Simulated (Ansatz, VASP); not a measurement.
## Two plane-wave programs on SnC3

```
CELL_PARAMETERS angstrom
2.97889 0.00000 0.00000
0.00000 2.97889 0.00000
0.00000 0.00000 4.64352
ATOMIC_POSITIONS crystal
C 0.50000 0.00000 0.82036
C 0.50000 0.50000 0.00000
C 0.00000 0.50000 0.17964
Sn 0.00000 0.00000 0.50000
```

Alike in both runs: task single point; functional HSE06; k mesh 4 × 4 × 4; no spin polarisation.

```csv
,VASP,Ansatz
version,VASP 6.6.1,Ansatz 0.2.0
potentials or method,"VASP PAW PBE potentials, release 64 (C, Sn_d)","plane waves, PAW"
plane-wave cutoff (eV),520,420
occupations,"gaussian, width 0.01 eV",fixed
valence electrons in the cell,26,26
```

|  | VASP | Ansatz | Ansatz less VASP |
| --- | --- | --- | --- |
| gap on the k mesh at the Fermi level (eV) | 1.16 | 1.15 | -0.005 |
| pressure (GPa) | -3.9 | -4.0 | -0.04 |
| traceless stress, the component that is largest in VASP (GPa) | -1.72 | -1.59 | +0.131 |
| rms of the force components (eV/Å) | 0.007 | 0.014 | +0.0079 |

Atom by atom the forces differ by 0.008 eV/Å (rms over components). Ansatz's warnings: stress exchange threshold loose, stress scf threshold loose.

The k mesh is coarse, so the values compare programs but aren't converged.
